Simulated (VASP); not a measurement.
Write the native input for VASP 6.6.1 that does the following.

```
Task                   : single point
Functional             : r2SCAN
Potentials or basis    : VASP PAW PBE potentials, release 64 (Zr_sv, O)
Cutoff                 : 520 eV
k mesh                 : 10 × 10 × 10
Occupations            : gaussian, width 0.15 eV
Spin                   : no spin polarisation
Dipole correction      : no
Further INCAR settings : ALGO = Normal; EDIFF = 1e-06; NBANDS = 39
```

Crystal: Zr2O.

```
Zr O
1.0
     4.84573    0.00000    0.00000
     0.00000    4.84573    0.00000
     0.00000    0.00000    4.65190
Zr O
4 2
Direct
  0.25000 0.25000 0.75000
  0.75000 0.25000 0.25000
  0.25000 0.75000 0.25000
  0.75000 0.75000 0.75000
  0.00000 0.00000 0.00000
  0.50000 0.50000 0.50000
```

This cell differs from its parent crystal: strain +0.000 along x and y, -0.040 along z.

The input as run:

POSCAR

```
Zr2O
1.0
    4.8457251933      0.0000000000      0.0000000000
    0.0000000000      4.8457251933      0.0000000000
    0.0000000000      0.0000000000      4.6518961856
Zr O
4 2
Direct
    0.2500000000      0.2500000000      0.7500000000
    0.7500000000      0.2500000000      0.2500000000
    0.2500000000      0.7500000000      0.2500000000
    0.7500000000      0.7500000000      0.7500000000
    0.0000000000      0.0000000000      0.0000000000
    0.5000000000      0.5000000000      0.5000000000
```

INCAR.step1

```
PREC     = Accurate       # precision mode
ENCUT    = 520            # plane-wave cutoff, eV
ISMEAR   = 0              # smearing method
SIGMA    = 0.15           # smearing width, eV
LREAL    = False          # projectors in reciprocal space
LASPH    = True           # aspherical terms in the spheres
NELM     = 60             # most SCF steps
NBANDS   = 39             # bands
GGA      = PE             # functional
ALGO     = Normal         # electronic algorithm
EDIFF    = 1E-4           # SCF threshold, eV
LWAVE    = True           # write WAVECAR
LCHARG   = False          # write CHGCAR
```

INCAR.step2

```
PREC     = Accurate       # precision mode
ENCUT    = 520            # plane-wave cutoff, eV
EDIFF    = 1E-6           # SCF threshold, eV
ISMEAR   = 0              # smearing method
SIGMA    = 0.15           # smearing width, eV
LREAL    = False          # projectors in reciprocal space
LASPH    = True           # aspherical terms in the spheres
NELM     = 60             # most SCF steps
ALGO     = Normal         # electronic algorithm
ISIF     = 2              # what is computed and relaxed
LWAVE    = False          # write WAVECAR
LCHARG   = True           # write CHGCAR
METAGGA  = R2SCAN         # meta-GGA
LMIXTAU  = True         
LELF     = True           # ELF
LVHAR    = True         
NBANDS   = 39             # bands
ISTART   = 1
```

KPOINTS

```
regular mesh
0
Gamma
  10 10 10
```

Potentials or basis: VASP PAW PBE potentials, release 64 (Zr_sv, O).

Run with:

```bash
$ cat potpaw_PBE.64/Zr_sv/POTCAR potpaw_PBE.64/O/POTCAR > POTCAR
$ cp INCAR.step1 INCAR
$ mpirun -np 1 vasp_std > vasp.out
$ cp INCAR.step2 INCAR
$ mpirun -np 1 vasp_std > vasp.out
```

Results of the run:

```json
{
  "Pressure": "6.2 GPa",
  "Band gap on the k mesh": "zero (bands 30 and 31 overlap by 0.89 eV)"
}
```

Caveat: the cell differs from its parent crystal (strain +0.000 along x and y, -0.040 along z); the cell stands under pressure; the PAW data sets were made with another functional, which shifts forces and pressure a little.

Run time: 48 min on 1 thread of Oxide Virtual Turin-like Processor, on a shared host, peak memory 0.47 GiB.
